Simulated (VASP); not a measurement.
Runs of VASP 6.6.1 on C. The structure is that of space group R-3m (No. 166), or close to it. The cells are those of the table. 

| cell | gap on the mesh (eV) | pressure (GPa) | largest force (eV/Å) |
| --- | --- | --- | --- |
| a = 3.591 Å, angles 39.0°, 2 atoms | (a) | 15.5 | 5.68 |
| a = 3.417 Å, angles 42.8°, 2 atoms | 0.65 | -11.0 | (b) |
| a = 3.737 Å, angles 40.0°, 2 atoms | 0.21 | -30.6 | 7.47 |
| a = 3.589 Å, angles 38.4°, 2 atoms | 0.46 | (c) | 2.33 |

Alike in all rows: task single point; level PBEsol; potentials or basis VASP PAW PBE potentials, release 64 (C); no spin polarisation; k mesh 15 × 15 × 15; cutoff (eV) 520; smearing gaussian 0.02 eV.

Problem. Estimate the missing entries.

Solution. (a) 0.41; (b) 1.65; (c) 39.0.

Caveats: the PAW data sets were made with another functional, which shifts forces and pressure a little.

A k mesh can miss the band edges.
